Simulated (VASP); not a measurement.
# Ge (I4_1/amd) in VASP: a series of runs, part 2 of 2

VASP 6.6.1.

### Step 5. Relaxation of cell and atoms, PBEsol, target pressure 10 GPa, at which the enthalpy is minimised

Input file INCAR:

```
SYSTEM = Ge
  PREC = Accurate
  ENCUT = 600
  EDIFF = 1E-6
  ISMEAR = -1
  SIGMA = 0.05
  LREAL = .False.
  LASPH = .True.
  NELM = 100
  ALGO = Normal
  ISIF = 3
  LWAVE = .False.
  LCHARG = .False.
  GGA = PS
  IBRION = 2
  NSW = 80
  EDIFFG = -0.005
  PSTRESS = 100.0
```

Input file KPOINTS:

```
Automatic mesh
0
Gamma
  11 11 11
  0 0 0
```

Input file POSCAR:

```
Ge
1.0
   -2.5744897190      2.5744897190      1.3974126432
    2.5744897190     -2.5744897190      1.3974126432
    2.5744897190      2.5744897190     -1.3974126432
Ge
2
Direct
    0.5000000000      0.5000000000      0.0000000000
    0.2500000000      0.7500000000      0.5000000000
```

Started as:

```
cat potpaw_PBE.64/Ge_d/POTCAR > POTCAR
mpirun -np 1 vasp_std > vasp.out
```

Run time: 2.9 min. Hardware: 1 thread of AMD EPYC 9R45 (Zen 5), shared host; peak memory 0.22 GiB.

Results (log left out):

```yaml
Free_energy: -9.4418 eV
Relaxed_volume: 16.62 Å³/atom
Relaxed_cell: a = 3.763 Å, b = 3.763 Å, c = 3.763 Å, α = 97.34°, β = 97.34°, γ = 138.11°
Space_group_after_relaxing_to_0.1_Å: I4_1/amd (No. 141)
Energy_change_on_relaxing_the_run_minimises_the_enthalpy: +49.8 meV/atom
Ionic_steps: 11
Pressure_after_relaxing: 10.0 GPa
Band_gap_on_the_k_mesh: zero (bands 14 and 15 overlap by 5.46 eV)
```

Step by step:
```tsv
step	energy change (eV)	largest force (eV/Å)	pressure (GPa)	volume (Å³)
1	0.0000	0.0000	-0.64	37.05
2	0.3249	0.0000	20.33	30.84
3	0.0968	0.0000	9.99	33.28
4	0.1013	0.0000	10.14	33.21
5	0.0974	0.0000	9.60	33.27
6	0.0990	0.0000	10.03	33.25
7	0.0987	0.0000	9.89	33.25
8	0.0988	0.0000	10.03	33.25
9	0.0987	0.0000	9.95	33.25
10	0.0995	0.0000	9.91	33.24
11	0.0996	0.0000	9.97	33.24
```

Final structure:
```
Ge
1.0
    -2.48521    2.48521    1.34541
     2.48521   -2.48521    1.34541
     2.48521    2.48521   -1.34541
Ge
2
Direct
  0.50000 0.50000 0.00000
  0.25000 0.75000 0.50000
```

Levels at points of the mesh, in eV from the Fermi level:
```
           k point  band 12  band 13  band 14  band 15  band 16  band 17
(0.00, 0.00, 0.00)    -3.79    -2.75    -2.75     2.92     8.25     8.25
```

Caveat: the cell is relaxed towards a set pressure, so the run minimises the enthalpy, not the energy; the PAW data sets were made with another functional, which shifts forces and pressure a little.

### Step 6. Relaxation of cell and atoms, PBEsol, target pressure 20 GPa, at which the enthalpy is minimised

Input file INCAR:

```
  ALGO = Normal
  EDIFF = 1E-6
  EDIFFG = -0.005
  ENCUT = 600
  GGA = PS
  IBRION = 2
  ISIF = 3
  ISMEAR = -1
  LASPH = True
  LCHARG = False
  LREAL = False
  LWAVE = False
  NELM = 60
  NSW = 80
  PREC = Accurate
  PSTRESS = 200.0
  SIGMA = 0.05
```

Input file KPOINTS:

```
k-points
0
Gamma
  11 11 11
```

POSCAR is that of step 5.

Potentials or basis: VASP PAW PBE potentials, release 64 (Ge_d).

Started as:

```
cat potpaw_PBE.64/Ge_d/POTCAR > POTCAR
mpirun -np 1 vasp_std > vasp.out
```

Wall time 3.7 min (1 thread of AMD EPYC 9R45 (Zen 5), shared host); peak memory 0.22 GiB.

The run converged. Its results:

```yaml
Free_energy: -9.2358 eV
Relaxed_volume: 15.49 Å³/atom
Relaxed_cell: a = 3.678 Å, b = 3.678 Å, c = 3.678 Å, α = 97.31°, β = 97.31°, γ = 138.20°
Space_group_after_relaxing_to_0.1_Å: I4_1/amd (No. 141)
Energy_change_on_relaxing_the_run_minimises_the_enthalpy: +152.8 meV/atom
Ionic_steps: 12
Pressure_after_relaxing: 20.0 GPa
Band_gap_on_the_k_mesh: zero (bands 14 and 15 overlap by 5.97 eV)
```

Step by step:
```
step  energy change (eV)  largest force (eV/Å)  pressure (GPa)  volume (Å³)
   1              0.0000                0.0000           -0.64        37.05
   2              1.6067                0.0000           65.15        25.67
   3              0.2803                0.0000           18.90        31.20
   4              0.3007                0.0000           19.74        31.03
   5              0.3149                0.0000           20.35        30.91
   6              0.2977                0.0000           19.54        31.05
   7              0.3023                0.0000           19.98        31.01
   8              0.3009                0.0000           19.71        31.02
   9              0.3015                0.0000           19.80        31.02
  10              0.3066                0.0000           20.06        30.98
  11              0.3053                0.0000           19.90        30.99
  12              0.3056                0.0000           19.97        30.99
```

Final structure:
```
Ge
1.0
    -2.42981    2.42981    1.31208
     2.42981   -2.42981    1.31208
     2.42981    2.42981   -1.31208
Ge
2
Direct
  0.50000 0.50000 0.00000
  0.25000 0.75000 0.50000
```

Levels at points of the mesh, in eV from the Fermi level:
```tsv
k point	band 11	band 12	band 13	band 14	band 15	band 16	band 17	band 18
(0.00, 0.00, 0.00)	-15.08	-3.58	-3.01	-3.01	2.72	8.72	8.72	9.69
```

Caveat: the cell is relaxed towards a set pressure, so the run minimises the enthalpy, not the energy; the volume moved by over 15 % at a fixed basis, so the end points are rough; the PAW data sets were made with another functional, which shifts forces and pressure a little.

### Step 7. Overview

| task | level | potentials or basis | cell | cutoff (eV) | smearing | gap on the mesh (eV) | pressure (GPa) |
| --- | --- | --- | --- | --- | --- | --- | --- |
| single point | LDA | VASP PAW LDA potentials, release 64 (Ge_d) | a = 3.900 Å, angles 97.4, 97.4, 138.0°, 2 atoms | 520 | gaussian 0.05 eV | none | -2.4 |
| relaxation of cell and atoms | PBEsol | VASP PAW PBE potentials, release 64 (Ge_d) | relaxed from a = 3.900 Å, angles 97.4, 97.4, 138.0°, 2 atoms | 600 | fermi-dirac 0.05 eV | none | 0.0 |
| relaxation of cell and atoms | PBEsol | VASP PAW PBE potentials, release 64 (Ge_d) | relaxed to 5 GPa from a = 3.900 Å, angles 97.4, 97.4, 138.0°, 2 atoms | 600 | fermi-dirac 0.05 eV | none | 5.0 |
| relaxation of cell and atoms | PBEsol | VASP PAW PBE potentials, release 64 (Ge_d) | relaxed to 10 GPa from a = 3.900 Å, angles 97.4, 97.4, 138.0°, 2 atoms | 600 | fermi-dirac 0.05 eV | none | 10.0 |
| relaxation of cell and atoms | PBEsol | VASP PAW PBE potentials, release 64 (Ge_d) | relaxed to 20 GPa from a = 3.900 Å, angles 97.4, 97.4, 138.0°, 2 atoms | 600 | fermi-dirac 0.05 eV | none | 20.0 |

Alike in all rows: no spin polarisation; k mesh 11 × 11 × 11.

Caveats: the PAW data sets were made with another functional, which shifts forces and pressure a little (at least some runs); the cell is relaxed towards a set pressure, so the run minimises the enthalpy, not the energy (at least some runs); the volume moved by over 15 % at a fixed basis, so the end points are rough (at least some runs).

Total energies depend on the potentials used, so only differences within one code and one set of settings carry meaning.
